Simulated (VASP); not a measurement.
Input of a VASP 6.6.1 run:

File INCAR:

```
PREC = Accurate ; ENCUT = 520
EDIFF = 1E-8 ; ISMEAR = -1
SIGMA = 0.05 ; LREAL = F
LASPH = T ; NELM = 60
ALGO = Normal ; ISIF = 2
LWAVE = F ; LCHARG = F
GGA = PS ; NBANDS = 21
IBRION = 8 ; NSW = 1
```

File KPOINTS:

```
Automatic mesh
0
Gamma
  11 11 11
```

The input POSCAR:

```
Ge
1.0
   -2.5744897190      2.5744897190      1.3974126432
    2.5744897190     -2.5744897190      1.3974126432
    2.5744897190      2.5744897190     -1.3974126432
Ge
2
Direct
    0.5000000000      0.5000000000      0.0000000000
    0.2500000000      0.7500000000      0.5000000000
```

Potentials or basis: VASP PAW PBE potentials, release 64 (Ge_d).

Run with:

```console
$ cat potpaw_PBE.64/Ge_d/POTCAR > POTCAR
$ mpirun -np 1 vasp_std > vasp.out
```

Question: What does it give for the highest phonon frequency at Γ?

Answer: 166 cm⁻¹.

Phonon frequencies in cm⁻¹ (negative: imaginary):
| q point | frequencies |
| --- | --- |
| (0.000, 0.000, 0.000) | 0 0 0 68 166 166 |
